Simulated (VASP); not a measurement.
# RbBr (P3_221) in VASP: single point with PBE

Aim: the single point of RbBr with PBE.

All numbers are computed with VASP 6.6.1; they aren't measurements. Logs are shortened: lines on timing, memory, paths and dates and some standing lists are left out, and cuts for length are marked.

### 1 The cell of the first run

It takes space group P3_221 (No. 154, trigonal). Conventional cell: a = 5.017 Å, b = 5.017 Å, c = 11.494 Å, α = 90.00°, β = 90.00°, γ = 120.00°. Rb (site symmetry 2) has 4 Br at 2.87 to 3.75 Å within 3.8 Å. Br (site symmetry 2) has 4 Rb at 2.87 to 3.75 Å within 3.8 Å.

### 2 Single point, PBE

Contents of INCAR:

```
SYSTEM = RbBr
PREC = Accurate ; ENCUT = 520
EDIFF = 1E-7 ; ISMEAR = 0
SIGMA = 0.1 ; LREAL = .FALSE.
LASPH = .TRUE. ; NELM = 100
ALGO = Normal ; ISIF = 2
LWAVE = .FALSE. ; LCHARG = .TRUE.
GGA = PE ; LELF = .TRUE.
LVHAR = .TRUE. ; NBANDS = 33
```

Contents of KPOINTS:

```
regular mesh
0
G
  6 6 2
  0 0 0
```

Contents of POSCAR:

```
RbBr
1.0
    5.0169532808      0.0000000000      0.0000000000
   -2.5084766405      4.3448089908      0.0000000000
    0.0000000000      0.0000000000     11.4935983009
Rb Br
3 3
Direct
    0.7198000000      0.0000000000      0.6666666667
    0.0000000000      0.7198000000      0.3333333333
    0.2802000000      0.2802000000      0.0000000000
    0.4889000000      0.0000000000      0.1666666667
    0.0000000000      0.4889000000      0.8333333333
    0.5111000000      0.5111000000      0.5000000000
```

Potentials or basis: VASP PAW PBE potentials, release 64 (Rb_sv, Br).

The run is started by

```
$ cat potpaw_PBE.64/Rb_sv/POTCAR potpaw_PBE.64/Br/POTCAR > POTCAR
$ mpirun -np 1 vasp_std > vasp.out
```

OUTCAR:

```text
SYSTEM = RbBr
   PREC = Accurate
   ENCUT = 520
   EDIFF = 1E-7
   ISMEAR = 0
   LREAL = .FALSE.
   LASPH = .TRUE.
   NELM = 100
   ISIF = 2
   GGA = PE

 ion  position               nearest neighbor table
   1  0.720  0.000  0.667-   5 2.87   6 2.87   5 3.75   6 3.75   5 3.98   6 3.98   3 4.54   2 4.54
                             3 4.96   3 4.96   2 4.96   2 4.96
   2  0.000  0.720  0.333-   4 2.87   6 2.87   4 3.75   6 3.75   4 3.98   6 3.98   3 4.54   1 4.54
                             3 4.96   3 4.96   1 4.96   1 4.96
   3  0.280  0.280  0.000-   5 2.87   4 2.87   5 3.75   4 3.75   4 3.98   5 3.98   1 4.54   2 4.54
                             2 4.96   1 4.96   1 4.96   2 4.96
   4  0.489  0.000  0.167-   2 2.87   3 2.87   2 3.75   3 3.75   2 3.98   3 3.98
   5  0.000  0.489  0.833-   1 2.87   3 2.87   1 3.75   3 3.75   1 3.98   3 3.98
   6  0.511  0.511  0.500-   2 2.87   1 2.87   2 3.75   1 3.75   1 3.98   2 3.98

  LATTYP: Found a hexagonal cell.
 ALAT       =     5.0169532808
 C/A-ratio  =     2.2909518302

  Lattice vectors:

 A1 = (   5.0169532808,   0.0000000000,   0.0000000000)
 A2 = (  -2.5084766405,   4.3448089908,   0.0000000000)
 A3 = (   0.0000000000,   0.0000000000,  11.4935983009)

Analysis of symmetry for initial positions (statically):
=====================================================================
 Subroutine PRICEL returns:
 Original cell was already a primitive cell.

 Routine SETGRP: Setting up the symmetry group for a
 hexagonal supercell.

 Subroutine GETGRP returns: Found  6 space group operations
 (whereof  2 operations were pure point group operations)
 out of a pool of 24 trial point group operations.

The static configuration has the point symmetry C_2 .
 The point group associated with its full space group is D_3 .

Analysis of symmetry for dynamics (positions and initial velocities):
=====================================================================
 Subroutine PRICEL returns:
 Original cell was already a primitive cell.

 Routine SETGRP: Setting up the symmetry group for a
 hexagonal supercell.

 Subroutine GETGRP returns: Found  6 space group operations
 (whereof  2 operations were pure point group operations)
 out of a pool of 24 trial point group operations.

The dynamic configuration has the point symmetry C_2 .
 The point group associated with its full space group is D_3 .

 Subroutine INISYM returns: Found  6 space group operations
[... 95 lines left out ...]
   LREAL  =      F    real-space projection
   EDIFFG = 0.1E-05   stopping-criterion for IOM
   NSW    =      0    number of steps for IOM
   IBRION =     -1    ionic relax: 0-MD 1-quasi-New 2-CG
   NFREE  =      0    steps in history (QN), initial steepest desc. (CG)
   ISIF   =      2    stress and relaxation
   ISYM   =      2    0-nonsym 1-usesym 2-fastsym
   POTIM  = 0.5000    time-step for ionic-motion
   TEBEG  =    0.0;   TEEND  =   0.0 temperature during run
   PSTRESS=    0.0 pullay stress
   NELECT =      48.0000    total number of electrons
   NUPDOWN=      -1.0000    fix difference up-down
   EMIN   =  10.00;   EMAX   =-10.00  energy-range for DOS
   EFERMI =   0.00;   METHOD = LEGACY
   ISMEAR =     0;   SIGMA  =   0.10  broadening in eV -4-tet -1-fermi 0-gaus
   EFERMI_NEDOS =   21; number of points for ismear=-14 and -15
   IALGO  =     38    algorithm
   IMIX   =      4    mixing-type and parameters
     AMIX     =   0.40;   BMIX     =  1.00
     AMIX_MAG =   1.60;   BMIX_MAG =  1.00
  volume/ion in A,a.u.               =      41.76       281.78
  Fermi-wavevector in a.u.,A,eV,Ry     =   0.943770  1.783467 12.118743  0.890702
  Thomas-Fermi vector in A             =   2.071510
   LORBIT       =      0    0 simple, 1 ext, 2 COOP (PROOUT), +10 PAW based schemes
   GGA     = PE    functional components
   LHFCALC =     F    Hartree Fock is set to
   AEXX    =    0.0000 exact exchange contribution
   IVDW    =     0    specifies the selected vdW correction
   LEPSILON=     F    determine dielectric tensor
   LRPA    =     F    only Hartree local field effects (RPA)
 non-spin polarized calculation
 Gauss-broadening in eV      SIGMA  =   0.10
  energy-cutoff  :      520.00
  volume of cell :      250.53
 maximum number of plane-waves:      6774
 NGX is ok and might be reduce to    40
   NGX = 19   NGY = 19   NGZ = 43

 number of electron      48.0000006 magnetization

 Free energy of the ion-electron system (eV)
  ---------------------------------------------------
  ext. energy  EPLUGINS =         0.00000000
  ---------------------------------------------------
  free energy    TOTEN  =       -16.24135141 eV

  energy without entropy =      -16.24135141  energy(sigma->0) =      -16.24135141

 E-fermi :  -1.0002     XC(G=0):  -6.9930

 val. band max:       -1.4125705874   @ k =   0.0000   0.0000   0.0000
 cond. band min:       2.2337099803   @ k =   0.0000   0.0000   0.0000
 fundamental gap:      3.6462805677
 Fermi energy:        -1.0001623516

 k-point     1 :       0.0000    0.0000    0.0000
  band No.  band energies     occupation
      1     -26.2474      2.00000
      2     -26.2346      2.00000
      3     -26.2346      2.00000
      4     -14.2821      2.00000
      5     -14.2821      2.00000
      6     -14.0921      2.00000
[... 493 lines left out ...]
     32       6.2974      0.00000
     33       6.2975      0.00000

------------------------ aborting loop because EDIFF is reached ----------------------------------------

  FORCE on cell =-STRESS in cart. coord.  units (eV):
  Direction    XX          YY          ZZ          XY          YZ          ZX
  --------------------------------------------------------------------------------------
  -------------------------------------------------------------------------------------
  Total        5.7242612      5.7242612     11.5461802     -0.0000000      0.0000000      0.0000000
  in kB       36.6069265     36.6069265     73.8383792     -0.0000000      0.0000000      0.0000000
  external PRESSURE =      49.0174107 kB  Pullay stress =       0.0000000 kB

 VOLUME and BASIS-vectors are now :
 -----------------------------------------------------------------------------
  energy-cutoff  :      520.00
  volume of cell :      250.53
      direct lattice vectors                 reciprocal lattice vectors
     5.016953281  0.000000000  0.000000000     0.199324160  0.115079858  0.000000000
    -2.508476641  4.344808991  0.000000000     0.000000000  0.230159715  0.000000000
     0.000000000  0.000000000 11.493598301     0.000000000  0.000000000  0.087004955

 POSITION                                       TOTAL-FORCE (eV/Angst)
 -----------------------------------------------------------------------------------
      3.61120      0.00000      7.66240        -0.210003     -0.000000      0.000000
     -1.80560      3.12739      3.83120         0.105001     -0.181868     -0.000000
      0.70288      1.21742      0.00000         0.105001      0.181868     -0.000000
      2.45279      0.00000      1.91560         1.946741     -0.000000     -0.000000
     -1.22639      2.12418      9.57800        -0.973370      1.685927      0.000000
      1.28208      2.22063      5.74680        -0.973370     -1.685927     -0.000000
 -----------------------------------------------------------------------------------
    total drift:                               -0.000000     -0.000000      0.000000

  FREE ENERGIE OF THE ION-ELECTRON SYSTEM (eV)
  ---------------------------------------------------
  free  energy   TOTEN  =       -16.2413514145 eV

  energy  without entropy=      -16.2413514145  energy(sigma->0) =      -16.24135141
```

OSZICAR:

```text
N       E                     dE             d eps       ncg     rms          rms(c)
DAV:   1     0.339829821934E+03    0.33983E+03   -0.20055E+04   924   0.122E+03
DAV:   2     0.162466255353E+02   -0.32358E+03   -0.31214E+03  1286   0.242E+02
DAV:   3    -0.164585602501E+02   -0.32705E+02   -0.32604E+02  1368   0.775E+01
DAV:   4    -0.172222807126E+02   -0.76372E+00   -0.76271E+00  1407   0.127E+01
DAV:   5    -0.172491665373E+02   -0.26886E-01   -0.26884E-01  1263   0.163E+00    0.100E+01
DAV:   6    -0.163060864865E+02    0.94308E+00   -0.14414E+00  1053   0.404E+00    0.667E+00
DAV:   7    -0.162243381107E+02    0.81748E-01   -0.12650E+00  1077   0.386E+00    0.173E+00
DAV:   8    -0.162336934617E+02   -0.93554E-02   -0.19392E-01  1087   0.163E+00    0.397E-01
DAV:   9    -0.162362352867E+02   -0.25418E-02   -0.10399E-02  1296   0.384E-01    0.239E-01
DAV:  10    -0.162400562431E+02   -0.38210E-02   -0.36383E-03  1051   0.249E-01    0.975E-02
DAV:  11    -0.162412842507E+02   -0.12280E-02   -0.12157E-03  1056   0.159E-01    0.237E-02
DAV:  12    -0.162413326143E+02   -0.48364E-04   -0.11168E-04  1232   0.434E-02    0.978E-03
DAV:  13    -0.162413497483E+02   -0.17134E-04   -0.28777E-05  1048   0.255E-02    0.520E-03
DAV:  14    -0.162413512355E+02   -0.14872E-05   -0.28588E-06  1416   0.636E-03    0.240E-03
DAV:  15    -0.162413513465E+02   -0.11095E-06   -0.24284E-07   983   0.242E-03    0.731E-04
DAV:  16    -0.162413514145E+02   -0.68069E-07   -0.70734E-08   744   0.146E-03
   1 F= -.16241351E+02 E0= -.16241351E+02  d E =-.328328E-10
```

stdout:

```text
POSCAR found type information on POSCAR RbBr
 POSCAR found :  2 types and       6 ions
 scaLAPACK will be used
 LDA part: xc-table for (Slater+PW92), standard interpolation
 POSCAR, INCAR and KPOINTS ok, starting setup
 FFT: planning ... GRIDC
 FFT: planning ... GRID_SOFT
 FFT: planning ... GRID
 WAVECAR not read
 entering main loop
```

Run time: 5.3 min. Hardware: 1 thread of Oxide Virtual Turin-like, shared host; peak memory 0.38 GiB.

Results:

| Quantity | Value |
| --- | --- |
| Free energy | -16.2414 eV |
| Pressure | 4.9 GPa |
| Largest force | 1.947 eV/Å |
| Band gap on the k mesh | 3.65 eV |

Forces on the atoms (eV/Å):
```
Rb  -0.210  0.000  0.000
Rb   0.105 -0.182  0.000
Rb   0.105  0.182  0.000
Br   1.947  0.000  0.000
Br  -0.973  1.686  0.000
Br  -0.973 -1.686  0.000
```

Stress tensor (GPa, compression positive):
```
3.66 0.00 0.00
0.00 3.66 0.00
0.00 0.00 7.38
```

Levels at points of the mesh, in eV from the valence-band top:
```tsv
k point	band 20	band 21	band 22	band 23	band 24	band 25	band 26	band 27	band 28	band 29
(0.00, 0.00, 0.00)	-0.85	-0.75	-0.34	-0.34	0.00	3.65	5.27	5.27	6.56	6.56
(0.50, 0.00, 0.00)	-0.78	-0.76	-0.49	-0.44	-0.25	5.24	5.96	6.19	6.51	6.71
(0.00, 0.00, 0.50)	-0.72	-0.70	-0.46	-0.26	-0.26	4.18	4.18	6.25	6.28	6.68
(0.50, 0.00, 0.50)	-0.84	-0.76	-0.53	-0.39	-0.24	5.35	5.77	6.23	6.53	6.67
```

Caveat: the cell stands under pressure; forces of over 1 eV/Å act on the atoms, so gaps and moduli don't describe the material at rest.
